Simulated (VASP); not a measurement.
Input of a VASP 6.6.1 run:

The input INCAR:

```
SYSTEM = TiO2
PREC = Accurate
ENCUT = 600
EDIFF = 1E-6
ISMEAR = 0
SIGMA = 0.02
LREAL = .FALSE.
LASPH = .TRUE.
NELM = 80
ALGO = Normal
ISIF = 3
LWAVE = .FALSE.
LCHARG = .FALSE.
GGA = PE
IVDW = 12
IBRION = 2
NSW = 100
EDIFFG = -0.005
```

Contents of KPOINTS:

```
Automatic mesh
0
G
  6 6 10
  0 0 0
```

File POSCAR:

```
TiO2
1.0
    4.5922000000      0.0000000000      0.0000000000
    0.0000000000      4.5922000000      0.0000000000
    0.0000000000      0.0000000000      2.9574000000
Ti O
2 4
Direct
    0.0000000000      0.0000000000      0.0000000000
    0.5000000000      0.5000000000      0.5000000000
    0.3049600000      0.3049600000      0.0000000000
    0.1950400000      0.8049600000      0.5000000000
    0.6950400000      0.6950400000      0.0000000000
    0.8049600000      0.1950400000      0.5000000000
```

Potentials or basis: VASP PAW PBE potentials, release 64 (Ti_sv, O).

Launch:

```sh
$ cat potpaw_PBE.64/Ti_sv/POTCAR potpaw_PBE.64/O/POTCAR > POTCAR
$ mpirun -np 1 vasp_std > vasp.out
```

Problem. Estimate the band gap on the k mesh.

Solution. 1.83 eV.

Problem. What does it give for the space group after relaxing (to 0.1 Å)?

Solution. P4_2/mnm (No. 136).

Problem. Predict the relaxed cell.

Solution. a = 4.609 Å, b = 4.609 Å, c = 2.957 Å, α = 90.00°, β = 90.00°, γ = 90.00°.

The path:
```
step  energy change (eV)  largest force (eV/Å)  pressure (GPa)  volume (Å³)
   1              0.0000                0.1279            1.86        62.37
   2              0.0013                0.0784           -2.42        63.46
   3             -0.0037                0.0304           -0.16        62.87
   4             -0.0041                0.0023           -0.04        62.84
   5             -0.0041                0.0043            0.02        62.83
```

A k mesh can miss the band edges. PBE gaps usually lie below the measured ones, often by a third to a half.
